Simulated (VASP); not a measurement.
Set up this calculation in VASP 6.6.1, as the native input.

| Item | Value |
| --- | --- |
| Task | single point |
| Functional | LDA |
| Potentials or basis | VASP PAW LDA potentials, release 64 (Sn_d, O) |
| Cutoff | 520 eV |
| k mesh | 6 × 6 × 8 |
| Occupations | gaussian, width 0.05 eV |
| Spin | no spin polarisation |
| Dipole correction | no |
| Further INCAR settings | ALGO = Normal; EDIFF = 1e-06; NBANDS = 35 |

The structure of SnO2 lies in POSCAR:

```
SnO2
1.0
    4.7201335214      0.0000000000      0.0000000000
    0.0000000000      4.7206343117      0.0000000000
    0.0000000000      0.0000000000      3.1888226872
Sn O
2 4
Direct
    0.5000000000      0.5000000000      0.5000000000
    0.0000000000      0.0000000000      0.0000000000
    0.3059920358      0.3407603117      0.0000000000
    0.8059920358      0.1592396883      0.5000000000
    0.1940079642      0.8407603117      0.5000000000
    0.6940079642      0.6592396883      0.0000000000
```

This cell differs from its parent crystal: atoms shifted along a free coordinate.

The input as run:

INCAR

```
PREC     = Accurate       # precision mode
ENCUT    = 520            # plane-wave cutoff, eV
EDIFF    = 1E-6           # SCF threshold, eV
ISMEAR   = 0              # smearing method
SIGMA    = 0.05           # smearing width, eV
LREAL    = F              # projectors in reciprocal space
LASPH    = T              # aspherical terms in the spheres
NELM     = 80             # most SCF steps
ALGO     = Normal         # electronic algorithm
ISIF     = 2              # what is computed and relaxed
LWAVE    = F              # write WAVECAR
LCHARG   = T              # write CHGCAR
LELF     = T              # ELF
LVHAR    = T            
NBANDS   = 35             # bands
```

KPOINTS

```
Automatic mesh
0
Gamma
  6 6 8
```

Potentials or basis: VASP PAW LDA potentials, release 64 (Sn_d, O).

Launch:

```sh
$ cat potpaw_LDA.64/Sn_d/POTCAR potpaw_LDA.64/O/POTCAR > POTCAR
$ mpirun -np 1 vasp_std > vasp.out
```

It gave:

The pressure is 8.1 GPa. The largest force is 2.937 eV/Å and the band gap on the k mesh is 1.54 eV.

Caveat: the cell differs from its parent crystal (atoms shifted along a free coordinate); the stress differs along the axes, from 3 to 13 GPa; spin-orbit coupling is left out, which moves the levels of the heavy elements; forces of over 1 eV/Å act on the atoms, so gaps and moduli don't describe the material at rest.

It took 2.7 min on 1 thread of Intel Xeon 8259CL (shared host), peak memory 0.23 GiB.
